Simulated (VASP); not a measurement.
ZrB2:

```
CELL_PARAMETERS angstrom
3.17000 0.00000 0.00000
-1.58500 2.74530 0.00000
0.00000 0.00000 3.53300
ATOMIC_POSITIONS crystal
Zr 0.00000 0.00000 0.00000
B 0.33333 0.66667 0.50000
B 0.66667 0.33333 0.50000
```

Base run:

```yaml
Program: VASP 6.6.1
Functional: RPBE
Potentials_or_basis: VASP PAW PBE potentials, release 64 (Zr_sv, B)
Cutoff: 500 eV
k_mesh: 7 × 7 × 5
Occupations: fermi-dirac, width 0.2 eV
Spin: no spin polarisation
```

Its results: band gap on the k mesh zero (band 9 reaches 11.11 eV, above the bottom of band 10 at 10.29 eV); pressure 4.7 GPa.

**Question.** The run is repeated on the same cell with these changes: functional from RPBE to r2SCAN; cutoff from 500 eV to 550 eV. What comes out?

**Answer.** Band gap on the k mesh zero (band 9 reaches 11.17 eV, above the bottom of band 10 at 10.33 eV); pressure 1.1 GPa.

Caveats: the PAW data sets were made with another functional, which shifts forces and pressure a little.
